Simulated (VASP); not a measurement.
# HfBe5 (P6/mmm) in VASP: notebook

Runs on HfBe5. Level: LDA. Tasks: single point.

All numbers are computed with VASP 6.6.1; they aren't measurements. Logs are shortened: lines on timing, memory, paths and dates and some standing lists are left out, and cuts for length are marked.

## 1. The cell of the first run

It takes space group P6/mmm (No. 191, hexagonal). The conventional cell has a = 4.519 Å, b = 4.519 Å, c = 3.440 Å, α = 90.00°, β = 90.00°, γ = 120.00°. Hf (site symmetry 6/mmm) has 18 Be at 2.61 to 2.84 Å within 3.4 Å. Be (site symmetry -6m2) has 9 Be at 2.16 to 2.61 Å and 3 Hf at 2.61 Å within 2.9 Å. Within 2.9 Å of Be (site symmetry mmm) lie 8 Be at 2.16 to 2.26 Å and 4 Hf at 2.84 Å.

## 2. Single point, LDA

Contents of INCAR:

```
PREC = Accurate ; ENCUT = 520
EDIFF = 1E-6 ; ISMEAR = -1
SIGMA = 0.1 ; LREAL = False
LASPH = True ; NELM = 60
ALGO = Normal ; ISIF = 2
LWAVE = False ; LCHARG = False
NBANDS = 19
```

Contents of KPOINTS:

```
regular mesh
0
Gamma
  4 4 5
```

Contents of POSCAR:

```
HfBe5
1.0
    4.5194020000      0.0000000000      0.0000000000
   -2.2597010000      3.9139170000      0.0000000000
    0.0000000000      0.0000000000      3.4396900000
Hf Be
1 5
Direct
    0.0000000000      0.0000000000      0.0000000000
    0.3333333333      0.6666666667      0.0000000000
    0.6666666667      0.3333333333      0.0000000000
    0.5000000000      0.0000000000      0.5000000000
    0.5000000000      0.5000000000      0.5000000000
    0.0000000000      0.5000000000      0.5000000000
```

Potentials or basis: VASP PAW LDA potentials, release 64 (Hf_pv, Be).

Started as:

```bash
cat potpaw_LDA.64/Hf_pv/POTCAR potpaw_LDA.64/Be/POTCAR > POTCAR
mpirun -np 1 vasp_std > vasp.out
```

OUTCAR:

```text
PREC = Accurate
   ENCUT = 520
   EDIFF = 1E-6
   ISMEAR = -1
   LREAL = False
   LASPH = True
   NELM = 60
   ISIF = 2

 ion  position               nearest neighbor table
   1  0.000  0.000  0.000-   2 2.61   3 2.61   3 2.61   2 2.61   3 2.61   2 2.61   4 2.84   4 2.84
                             4 2.84   4 2.84   6 2.84   6 2.84   6 2.84   5 2.84   5 2.84   6 2.84
   2  0.333  0.667  0.000-   6 2.16   6 2.16   5 2.16   5 2.16   4 2.16   4 2.16   1 2.61   1 2.61
                             1 2.61
   3  0.667  0.333  0.000-   6 2.16   6 2.16   5 2.16   5 2.16   4 2.16   4 2.16   1 2.61   1 2.61
                             1 2.61
   4  0.500  0.000  0.500-   2 2.16   3 2.16   2 2.16   3 2.16   5 2.26   6 2.26   5 2.26   6 2.26
                             1 2.84   1 2.84   1 2.84   1 2.84
   5  0.500  0.500  0.500-   2 2.16   3 2.16   2 2.16   3 2.16   6 2.26   6 2.26   4 2.26   4 2.26
                             1 2.84   1 2.84   1 2.84   1 2.84
   6  0.000  0.500  0.500-   2 2.16   3 2.16   2 2.16   3 2.16   5 2.26   5 2.26   4 2.26   4 2.26
                             1 2.84   1 2.84   1 2.84   1 2.84

  LATTYP: Found a hexagonal cell.
 ALAT       =     4.5194020000
 C/A-ratio  =     0.7610940562

  Lattice vectors:

 A1 = (   4.5194020000,   0.0000000000,   0.0000000000)
 A2 = (  -2.2597010000,   3.9139170000,   0.0000000000)
 A3 = (   0.0000000000,   0.0000000000,   3.4396900000)

Analysis of symmetry for initial positions (statically):
=====================================================================
 Subroutine PRICEL returns:
 Original cell was already a primitive cell.

 Routine SETGRP: Setting up the symmetry group for a
 hexagonal supercell.

 Subroutine GETGRP returns: Found 24 space group operations
 (whereof 24 operations were pure point group operations)
 out of a pool of 24 trial point group operations.

The static configuration has the point symmetry D_6h.

Analysis of symmetry for dynamics (positions and initial velocities):
=====================================================================
 Subroutine PRICEL returns:
 Original cell was already a primitive cell.

 Routine SETGRP: Setting up the symmetry group for a
 hexagonal supercell.

 Subroutine GETGRP returns: Found 24 space group operations
 (whereof 24 operations were pure point group operations)
 out of a pool of 24 trial point group operations.

The dynamic configuration has the point symmetry D_6h.

 Subroutine INISYM returns: Found 24 space group operations
 (whereof 24 operations are pure point group operations),
 and found     1 'primitive' translations

[... 92 lines left out ...]
   NSW    =      0    number of steps for IOM
   IBRION =     -1    ionic relax: 0-MD 1-quasi-New 2-CG
   NFREE  =      0    steps in history (QN), initial steepest desc. (CG)
   ISIF   =      2    stress and relaxation
   ISYM   =      2    0-nonsym 1-usesym 2-fastsym
   POTIM  = 0.5000    time-step for ionic-motion
   TEBEG  =    0.0;   TEEND  =   0.0 temperature during run
   PSTRESS=    0.0 pullay stress
   NELECT =      20.0000    total number of electrons
   NUPDOWN=      -1.0000    fix difference up-down
   EMIN   =  10.00;   EMAX   =-10.00  energy-range for DOS
   EFERMI =   0.00;   METHOD = LEGACY
   ISMEAR =    -1;   SIGMA  =   0.10  broadening in eV -4-tet -1-fermi 0-gaus
   EFERMI_NEDOS =   21; number of points for ismear=-14 and -15
   IALGO  =     38    algorithm
   IMIX   =      4    mixing-type and parameters
     AMIX     =   0.40;   BMIX     =  1.00
     AMIX_MAG =   1.60;   BMIX_MAG =  1.00
  volume/ion in A,a.u.               =      10.14        68.43
  Fermi-wavevector in a.u.,A,eV,Ry     =   1.129833  2.135075 17.368140  1.276522
  Thomas-Fermi vector in A             =   2.266528
   LORBIT       =      0    0 simple, 1 ext, 2 COOP (PROOUT), +10 PAW based schemes
   GGA     = CA    functional components
   LHFCALC =     F    Hartree Fock is set to
   AEXX    =    0.0000 exact exchange contribution
   IVDW    =     0    specifies the selected vdW correction
   LEPSILON=     F    determine dielectric tensor
   LRPA    =     F    only Hartree local field effects (RPA)
 non-spin polarized calculation
  energy-cutoff  :      520.00
  volume of cell :       60.84
 maximum number of plane-waves:      1650
 NGX is ok and might be reduce to    36
   NGX = 17   NGY = 17   NGZ = 13

 number of electron      19.9999999 magnetization

 Free energy of the ion-electron system (eV)
  ---------------------------------------------------
  ext. energy  EPLUGINS =         0.00000000
  ---------------------------------------------------
  free energy    TOTEN  =       -33.05463613 eV

  energy without entropy =      -33.00455383  energy(sigma->0) =      -33.02959498

 E-fermi :   5.4773     XC(G=0): -11.0031

 val. band max:        5.4217850643   @ k =   0.2500   0.0000   0.0000
 cond. band min:       5.6016578624   @ k =   0.2500   0.2500   0.2000
 fundamental gap:      0.1798727981
 Fermi energy:         5.4773061037

 k-point     1 :       0.0000    0.0000    0.0000
  band No.  band energies     occupation
      1     -24.6849      2.00000
      2     -24.6849      2.00000
      3     -24.4622      2.00000
      4      -3.9481      2.00000
      5       2.0334      2.00000
      6       2.0387      2.00000
[... 241 lines left out ...]
      6       0.5793      2.00000
[... 11 lines left out ...]
     18      13.5262      0.00000
     19      14.4395      0.00000

------------------------ aborting loop because EDIFF is reached ----------------------------------------

  FORCE on cell =-STRESS in cart. coord.  units (eV):
  Direction    XX          YY          ZZ          XY          YZ          ZX
  --------------------------------------------------------------------------------------
  -------------------------------------------------------------------------------------
  Total       -1.7640245     -1.7640245     -3.0764616      0.0000000     -0.0000000      0.0000000
  in kB      -46.4518799    -46.4518812    -81.0121564      0.0000000     -0.0000000      0.0000000
  external PRESSURE =     -57.9719725 kB  Pullay stress =       0.0000000 kB

 VOLUME and BASIS-vectors are now :
 -----------------------------------------------------------------------------
  energy-cutoff  :      520.00
  volume of cell :       60.84
      direct lattice vectors                 reciprocal lattice vectors
     4.519402000  0.000000000  0.000000000     0.221268212  0.127749260  0.000000000
    -2.259701000  3.913917000  0.000000000     0.000000000  0.255498520  0.000000000
     0.000000000  0.000000000  3.439690000     0.000000000  0.000000000  0.290723873

 POSITION                                       TOTAL-FORCE (eV/Angst)
 -----------------------------------------------------------------------------------
      0.00000      0.00000      0.00000        -0.000000     -0.000000     -0.000000
     -0.00000      2.60928      0.00000         0.000000      0.000000      0.000000
      2.25970      1.30464      0.00000        -0.000000     -0.000000     -0.000000
      2.25970      0.00000      1.71985        -0.000000     -0.000000     -0.000000
      1.12985      1.95696      1.71985        -0.000000     -0.000000     -0.000000
     -1.12985      1.95696      1.71985        -0.000000     -0.000000     -0.000000
 -----------------------------------------------------------------------------------
    total drift:                               -0.000000     -0.000000     -0.000000

  FREE ENERGIE OF THE ION-ELECTRON SYSTEM (eV)
  ---------------------------------------------------
  free  energy   TOTEN  =       -33.0546361342 eV

  energy  without entropy=      -33.0045538312  energy(sigma->0) =      -33.02959498
```

Wall time 8.1 s (1 thread of Intel Xeon Platinum 8488C (Sapphire Rapids), shared host); peak memory 0.16 GiB.

What came out:

* Free energy: -33.0546 eV
* Pressure: -5.8 GPa
* Band gap on the k mesh: zero (band 10 reaches 5.73 eV, above the bottom of band 11 at 4.67 eV)

Caveat: the k points lie up to 0.40 Å⁻¹ apart; spin-orbit coupling is left out, which moves the levels of the heavy elements.

## 3. Single point, LDA

Contents of INCAR:

```
SYSTEM = HfBe5
  PREC = Accurate
  ENCUT = 520
  EDIFF = 1E-6
  ISMEAR = -1
  SIGMA = 0.1
  LREAL = .FALSE.
  LASPH = .TRUE.
  NELM = 60
  ALGO = Normal
  ISIF = 2
  LWAVE = .FALSE.
  LCHARG = .FALSE.
  NBANDS = 19
```

Contents of KPOINTS:

```
regular mesh
0
G
  5 5 6
  0 0 0
```

POSCAR is that of step 2.

Potentials or basis: VASP PAW LDA potentials, release 64 (Hf_pv, Be).

Started as:

```bash
cat potpaw_LDA.64/Hf_pv/POTCAR potpaw_LDA.64/Be/POTCAR > POTCAR
mpirun -np 1 vasp_std > vasp.out
```

It took 13 s on 1 thread of Intel Xeon Platinum 8488C (Sapphire Rapids), shared host; peak memory 0.17 GiB.

Results (log left out):

```
Free energy            : -33.0820 eV
Pressure               : -5.9 GPa
Band gap on the k mesh : zero (band 10 reaches 5.35 eV, above the bottom of band 11 at 4.67 eV)
```

Stress tensor (GPa, compression positive):
```
-5.75  0.00  0.00
 0.00 -5.75  0.00
 0.00  0.00 -6.31
```

Levels at points of the mesh, in eV from the Fermi level:
| k point | band 7 | band 8 | band 9 | band 10 | band 11 | band 12 | band 13 | band 14 |
| --- | --- | --- | --- | --- | --- | --- | --- | --- |
| (0.00, 0.00, 0.00) | -3.33 | -1.36 | -0.99 | -0.70 | -0.70 | 2.94 | 2.94 | 4.72 |
| (0.00, 0.00, 0.50) | -2.89 | -2.89 | -1.84 | -1.84 | 3.44 | 3.85 | 3.85 | 4.21 |

Caveat: spin-orbit coupling is left out, which moves the levels of the heavy elements.
